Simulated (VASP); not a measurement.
# MnSb (P6_3/mmc) in VASP: notebook, part 2 of 2

VASP 6.6.1. The steps go on from the part before.

## Step 3: Single point, PBE

This run uses another cell than the first one, of 17.64 Å³/atom.

INCAR

```
  PREC = Accurate
  ENCUT = 520
  EDIFF = 1E-6
  ISMEAR = 0
  SIGMA = 0.05
  LREAL = False
  LASPH = True
  NELM = 60
  ALGO = Normal
  ISIF = 2
  LWAVE = False
  LCHARG = False
  GGA = PE
  NBANDS = 26
```

KPOINTS

```
Automatic mesh
0
Gamma
  12 12 8
```

POSCAR

```
MnSb
1.0
    4.1185275600      0.0000000000      0.0000000000
   -2.0592637800      3.5667494931      0.0000000000
    0.0000000000      0.0000000000      4.8044609997
Mn Sb
2 2
Direct
    0.0000000000      0.0000000000      0.0000000000
    0.0000000000      0.0000000000      0.5000000000
    0.3333333333      0.6666666667      0.2500000000
    0.6666666667      0.3333333333      0.7500000000
```

Potentials or basis: VASP PAW PBE potentials, release 64 (Mn_pv, Sb).

Started as:

```sh
$ cat potpaw_PBE.64/Mn_pv/POTCAR potpaw_PBE.64/Sb/POTCAR > POTCAR
$ mpirun -np 1 vasp_std > vasp.out
```

OUTCAR:

```text
PREC = Accurate
   ENCUT = 520
   EDIFF = 1E-6
   ISMEAR = 0
   LREAL = False
   LASPH = True
   NELM = 60
   ISIF = 2
   GGA = PE

 ion  position               nearest neighbor table
   1  0.000  0.000  0.000-   2 2.40   2 2.40   4 2.66   3 2.66   3 2.66   4 2.66   4 2.66   3 2.66

   2  0.000  0.000  0.500-   1 2.40   1 2.40   4 2.66   3 2.66   3 2.66   4 2.66   4 2.66   3 2.66

   3  0.333  0.667  0.250-   1 2.66   2 2.66   1 2.66   2 2.66   1 2.66   2 2.66   4 3.38   4 3.38
                             4 3.38   4 3.38   4 3.38   4 3.38
   4  0.667  0.333  0.750-   1 2.66   2 2.66   1 2.66   2 2.66   1 2.66   2 2.66   3 3.38   3 3.38
                             3 3.38   3 3.38   3 3.38   3 3.38

  LATTYP: Found a hexagonal cell.
 ALAT       =     4.1185275600
 C/A-ratio  =     1.1665482214

  Lattice vectors:

 A1 = (   4.1185275600,   0.0000000000,   0.0000000000)
 A2 = (  -2.0592637800,   3.5667494931,   0.0000000000)
 A3 = (   0.0000000000,   0.0000000000,   4.8044609997)

Analysis of symmetry for initial positions (statically):
=====================================================================
 Subroutine PRICEL returns:
 Original cell was already a primitive cell.

 Routine SETGRP: Setting up the symmetry group for a
 hexagonal supercell.

 Subroutine GETGRP returns: Found 24 space group operations
 (whereof 12 operations were pure point group operations)
 out of a pool of 24 trial point group operations.

The static configuration has the point symmetry D_3d.
 The point group associated with its full space group is D_6h.

Analysis of symmetry for dynamics (positions and initial velocities):
=====================================================================
 Subroutine PRICEL returns:
 Original cell was already a primitive cell.

 Routine SETGRP: Setting up the symmetry group for a
 hexagonal supercell.

 Subroutine GETGRP returns: Found 24 space group operations
[... 125 lines left out ...]
   IALGO  =     38    algorithm
   IMIX   =      4    mixing-type and parameters
     AMIX     =   0.40;   BMIX     =  1.00
     AMIX_MAG =   1.60;   BMIX_MAG =  1.00
  volume/ion in A,a.u.               =      17.64       119.07
  Fermi-wavevector in a.u.,A,eV,Ry     =   1.308045  2.471846 23.279308  1.710981
  Thomas-Fermi vector in A             =   2.438738
   LORBIT       =      0    0 simple, 1 ext, 2 COOP (PROOUT), +10 PAW based schemes
   GGA     = PE    functional components
   LHFCALC =     F    Hartree Fock is set to
   AEXX    =    0.0000 exact exchange contribution
   IVDW    =     0    specifies the selected vdW correction
   LEPSILON=     F    determine dielectric tensor
   LRPA    =     F    only Hartree local field effects (RPA)
 non-spin polarized calculation
 Gauss-broadening in eV      SIGMA  =   0.05
  energy-cutoff  :      520.00
  volume of cell :       70.58
 maximum number of plane-waves:      1928
 NGX is ok and might be reduce to    32
   NGX = 15   NGY = 15   NGZ = 17

 number of electron      36.0000050 magnetization

 Free energy of the ion-electron system (eV)
  ---------------------------------------------------
  ext. energy  EPLUGINS =         0.00000000
  ---------------------------------------------------
  free energy    TOTEN  =       -25.63530127 eV

  energy without entropy =      -25.62793227  energy(sigma->0) =      -25.63161677

 E-fermi :   9.6013     XC(G=0): -11.6128

 val. band max:        9.6000628769   @ k =   0.3333   0.1667   0.0000
 cond. band min:       9.6031122318   @ k =   0.2500   0.2500   0.0000
 fundamental gap:      0.0030493549
 Fermi energy:         9.6012909405

 k-point     1 :       0.0000    0.0000    0.0000
  band No.  band energies     occupation
      1     -38.5739      2.00000
      2     -38.0407      2.00000
      3     -37.9492      2.00000
      4     -37.9492      2.00000
      5     -37.8875      2.00000
      6     -37.8875      2.00000
[... 685 lines left out ...]
     25      14.5548      0.00000
     26      15.5654      0.00000

 [... further k-points ...]

------------------------ aborting loop because EDIFF is reached ----------------------------------------

  FORCE on cell =-STRESS in cart. coord.  units (eV):
  Direction    XX          YY          ZZ          XY          YZ          ZX
  --------------------------------------------------------------------------------------
  -------------------------------------------------------------------------------------
  Total       -0.0879191     -0.0879191      0.0174991      0.0000000     -0.0000000      0.0000000
  in kB       -1.9958811     -1.9958811      0.3972522      0.0000000     -0.0000000      0.0000000
  external PRESSURE =      -1.1981700 kB  Pullay stress =       0.0000000 kB

 VOLUME and BASIS-vectors are now :
 -----------------------------------------------------------------------------
  energy-cutoff  :      520.00
  volume of cell :       70.58
      direct lattice vectors                 reciprocal lattice vectors
     4.118527560  0.000000000  0.000000000     0.242805222  0.140183660  0.000000000
    -2.059263780  3.566749493  0.000000000     0.000000000  0.280367321  0.000000000
     0.000000000  0.000000000  4.804461000     0.000000000  0.000000000  0.208139893

 POSITION                                       TOTAL-FORCE (eV/Angst)
 -----------------------------------------------------------------------------------
      0.00000      0.00000      0.00000         0.000000      0.000000      0.000000
      0.00000      0.00000      2.40223         0.000000      0.000000      0.000000
     -0.00000      2.37783      1.20112         0.000000      0.000000     -0.000000
      2.05926      1.18892      3.60335        -0.000000     -0.000000      0.000000
 -----------------------------------------------------------------------------------
    total drift:                                0.000000     -0.000000      0.000000

  FREE ENERGIE OF THE ION-ELECTRON SYSTEM (eV)
  ---------------------------------------------------
  free  energy   TOTEN  =       -25.6353012656 eV

  energy  without entropy=      -25.6279322716  energy(sigma->0) =      -25.63161677
```

OSZICAR:

```text
N       E                     dE             d eps       ncg     rms          rms(c)
DAV:   1     0.329579378062E+03    0.32958E+03   -0.19166E+04  5340   0.145E+03
DAV:   2    -0.105335996936E+02   -0.34011E+03   -0.32900E+03  5090   0.399E+02
DAV:   3    -0.276229583755E+02   -0.17089E+02   -0.16656E+02  5746   0.999E+01
DAV:   4    -0.279753256493E+02   -0.35237E+00   -0.35125E+00  5458   0.143E+01
DAV:   5    -0.279827871531E+02   -0.74615E-02   -0.74604E-02  5682   0.233E+00    0.166E+01
DAV:   6    -0.304070818670E+02   -0.24243E+01   -0.32683E+01  5190   0.603E+01    0.205E+01
DAV:   7    -0.257787777409E+02    0.46283E+01   -0.25234E+01  5276   0.435E+01    0.578E+00
DAV:   8    -0.256499717844E+02    0.12881E+00   -0.91102E-01  5092   0.659E+00    0.135E+00
DAV:   9    -0.256360376597E+02    0.13934E-01   -0.46271E-02  5412   0.185E+00    0.632E-01
DAV:  10    -0.256353078345E+02    0.72983E-03   -0.31615E-03  5114   0.382E-01    0.101E-01
DAV:  11    -0.256353048420E+02    0.29925E-05   -0.48124E-04  5460   0.225E-01    0.410E-02
DAV:  12    -0.256353021487E+02    0.26933E-05   -0.47467E-05  5156   0.665E-02    0.216E-02
DAV:  13    -0.256353012656E+02    0.88314E-06   -0.51679E-06  5190   0.147E-02
   1 F= -.25635301E+02 E0= -.25631617E+02  d E =-.736899E-02
```

stdout:

```text
POSCAR found type information on POSCAR MnSb
 POSCAR found :  2 types and       4 ions
 scaLAPACK will be used
 LDA part: xc-table for (Slater+PW92), standard interpolation
 POSCAR, INCAR and KPOINTS ok, starting setup
 FFT: planning ... GRIDC
 FFT: planning ... GRID_SOFT
 FFT: planning ... GRID
 WAVECAR not read
 entering main loop
```

It took 89 s on 1 thread of AMD EPYC 9R45 (Zen 5), shared host; peak memory 0.26 GiB.

Results:

```yaml
Free_energy: -25.6353 eV
Pressure: -0.1 GPa
Band_gap_on_the_k_mesh: zero (bands 18 and 19 overlap by 0.95 eV)
```

Stress tensor (GPa, compression positive):
```
-0.20  0.00  0.00
 0.00 -0.20  0.00
 0.00  0.00  0.04
```

Caveat: spin-orbit coupling is left out, which moves the levels of the heavy elements; the run has no spin polarisation, though such a crystal can be magnetic. Spin polarisation is off, so any magnetic state and its effect on volume and gap are missing.

## Step 4: Relaxation of shape and atoms at fixed volume, PBE (17.29 Å³/atom)

INCAR

```
ALGO = Normal
EDIFF = 1E-6
EDIFFG = -0.01
ENCUT = 600
GGA = PE
IBRION = 2
ISIF = 4
ISMEAR = 0
LASPH = T
LCHARG = F
LREAL = F
LWAVE = F
NELM = 80
NSW = 60
PREC = Accurate
SIGMA = 0.05
```

KPOINTS

```
k-points
0
Gamma
  12 12 8
```

POSCAR

```
MnSb
1.0
    4.0908856025      0.0000000000      0.0000000000
   -2.0454428013      3.5428108558      0.0000000000
    0.0000000000      0.0000000000      4.7722153234
Mn Sb
2 2
Direct
    0.0000000000      0.0000000000      0.0000000000
    0.0000000000      0.0000000000      0.5000000000
    0.3333333333      0.6666666667      0.2500000000
    0.6666666667      0.3333333333      0.7500000000
```

Started as:

```sh
$ cat potpaw_PBE.64/Mn_pv/POTCAR potpaw_PBE.64/Sb/POTCAR > POTCAR
$ mpirun -np 1 vasp_std > vasp.out
```

Run time: 4.5 min. Hardware: 1 thread of AMD EPYC 9R45 (Zen 5), shared host; peak memory 0.31 GiB.

Results (log left out):

```yaml
Free_energy: -25.6240 eV
Energy_gained_by_relaxing: 0.1 meV/atom
Ionic_steps: 4
Pressure_after_relaxing: 2.7 GPa
Band_gap_on_the_k_mesh: zero (bands 18 and 19 overlap by 1.02 eV)
```

The path:
```tsv
step	energy change (eV)	largest force (eV/Å)	pressure (GPa)	volume (Å³)
1	0.0000	0.0000	2.70	69.16
2	-0.0003	0.0000	2.68	69.16
3	-0.0003	0.0000	2.65	69.16
4	-0.0003	0.0000	2.69	69.16
```

Final structure:
```yaml
crystal:
  lattice:
    - [4.08472, 0.00000, 0.00000]
    - [-2.04236, 3.53747, 0.00000]
    - [0.00000, 0.00000, 4.78662]
  atoms:
    - { symbol: Mn, position: [0.00000, 0.00000, 0.00000] }
    - { symbol: Mn, position: [0.00000, 0.00000, 0.50000] }
    - { symbol: Sb, position: [0.33333, 0.66667, 0.25000] }
    - { symbol: Sb, position: [0.66667, 0.33333, 0.75000] }
```

Levels at points of the mesh, in eV from the Fermi level:
| k point | band 15 | band 16 | band 17 | band 18 | band 19 | band 20 | band 21 | band 22 |
| --- | --- | --- | --- | --- | --- | --- | --- | --- |
| (0.00, 0.00, 0.00) | -0.45 | -0.45 | 0.64 | 0.64 | 0.80 | 0.80 | 2.54 | 2.74 |
| (0.50, 0.00, 0.00) | -1.86 | -1.26 | -0.81 | -0.07 | 0.08 | 0.74 | 0.81 | 1.23 |
| (0.00, 0.00, 0.50) | -0.90 | -0.90 | -0.90 | -0.90 | 0.94 | 0.94 | 3.24 | 3.24 |
| (0.50, 0.00, 0.50) | -0.71 | -0.71 | -0.39 | -0.39 | -0.38 | -0.38 | 1.43 | 1.43 |

Caveat: spin-orbit coupling is left out, which moves the levels of the heavy elements; the run has no spin polarisation, though such a crystal can be magnetic.

## Step 5: Relaxation of cell and atoms, PBE

This run uses another cell than the first one, of 17.64 Å³/atom.

INCAR

```
PREC = Accurate ; ENCUT = 600
EDIFF = 1E-6 ; ISMEAR = 0
SIGMA = 0.05 ; LREAL = F
LASPH = T ; NELM = 60
ALGO = Normal ; ISIF = 3
LWAVE = F ; LCHARG = F
GGA = PE ; IBRION = 2
NSW = 50 ; EDIFFG = -0.01
```

KPOINTS

```
regular mesh
0
Gamma
  12 12 8
```

POSCAR

```
MnSb
1.0
    4.1185275600      0.0000000000      0.0000000000
   -2.0592637800      3.5667494931      0.0000000000
    0.0000000000      0.0000000000      4.8044609997
Mn Sb
2 2
Direct
    0.0000000000      0.0000000000      0.0000000000
    0.0000000000      0.0000000000      0.5000000000
    0.3333333333      0.6666666667      0.2500000000
    0.6666666667      0.3333333333      0.7500000000
```

Started as:

```sh
$ cat potpaw_PBE.64/Mn_pv/POTCAR potpaw_PBE.64/Sb/POTCAR > POTCAR
$ mpirun -np 1 vasp_std > vasp.out
```

It took 7.4 min on 1 thread of AMD EPYC 9R45 (Zen 5), shared host; peak memory 0.32 GiB.

It converged, with:

```yaml
Free_energy: -25.6352 eV
Relaxed_volume: 17.62 Å³/atom
Relaxed_cell: a = 4.114 Å, b = 4.114 Å, c = 4.808 Å, α = 90.00°, β = 90.00°, γ = 120.00°
Space_group_after_relaxing_to_0.1_Å: P6_3/mmc (No. 194)
Energy_gained_by_relaxing: 0.0 meV/atom
Ionic_steps: 8
Pressure_after_relaxing: 0.0 GPa
Band_gap_on_the_k_mesh: zero (bands 18 and 19 overlap by 0.96 eV)
```

Stress tensor (GPa, compression positive):
```
-0.02  0.00  0.00
 0.00 -0.02  0.00
 0.00  0.00  0.07
```

The path:
| step | energy change (eV) | largest force (eV/Å) | pressure (GPa) | volume (Å³) |
| --- | --- | --- | --- | --- |
| 1 | 0.0000 | 0.0000 | -0.17 | 70.58 |
| 2 | 0.0000 | 0.0000 | 0.21 | 70.38 |
| 3 | -0.0001 | 0.0000 | 0.09 | 70.46 |
| 4 | -0.0001 | 0.0000 | 0.09 | 70.47 |
| 5 | -0.0001 | 0.0000 | -0.04 | 70.52 |
| 6 | -0.0001 | 0.0000 | 0.00 | 70.48 |
| 7 | -0.0001 | 0.0000 | 0.01 | 70.47 |
| 8 | -0.0001 | 0.0000 | 0.01 | 70.49 |

Final structure:
```
Mn Sb
1.0
     4.11444    0.00000    0.00000
    -2.05722    3.56321    0.00000
     0.00000    0.00000    4.80787
Mn Sb
2 2
Direct
  0.00000 0.00000 0.00000
  0.00000 0.00000 0.50000
  0.33333 0.66667 0.25000
  0.66667 0.33333 0.75000
```

Levels at points of the mesh, in eV from the Fermi level:
```tsv
k point	band 16	band 17	band 18	band 19	band 20	band 21
(0.00, 0.00, 0.00)	-0.43	0.59	0.59	0.79	0.79	2.48
(0.50, 0.00, 0.00)	-1.24	-0.79	-0.06	0.08	0.73	0.80
(0.00, 0.00, 0.50)	-0.87	-0.87	-0.87	0.86	0.86	3.16
(0.50, 0.00, 0.50)	-0.70	-0.37	-0.37	-0.37	-0.37	1.40
```

Caveat: spin-orbit coupling is left out, which moves the levels of the heavy elements; the run has no spin polarisation, though such a crystal can be magnetic. Spin polarisation is off, so any magnetic state and its effect on volume and gap are missing.

## Step 6: Summary

| task | cell | cutoff (eV) | gap on the mesh (eV) | pressure (GPa) |
| --- | --- | --- | --- | --- |
| single point | a = 4.090, b = 4.090, c = 4.775 Å, angles 90.0, 90.0, 120.0°, 4 atoms | 520 | none | 2.7 |
| single point | a = 4.119, b = 4.119, c = 4.804 Å, angles 90.0, 90.0, 120.0°, 4 atoms | 520 | none | -0.1 |
| relaxation of shape and atoms at fixed volume | relaxed from a = 4.091, b = 4.091, c = 4.772 Å, angles 90.0, 90.0, 120.0°, 4 atoms | 600 | none | 2.7 |
| relaxation of cell and atoms | relaxed from a = 4.119, b = 4.119, c = 4.804 Å, angles 90.0, 90.0, 120.0°, 4 atoms | 600 | none | 0.0 |

Alike in all rows: level PBE; potentials or basis VASP PAW PBE potentials, release 64 (Mn_pv, Sb); no spin polarisation; k mesh 12 × 12 × 8; smearing gaussian 0.05 eV.

Caveats: spin-orbit coupling is left out, which moves the levels of the heavy elements; the run has no spin polarisation, though such a crystal can be magnetic.

Total energies depend on the potentials used, so only differences within one code and one set of settings carry meaning.
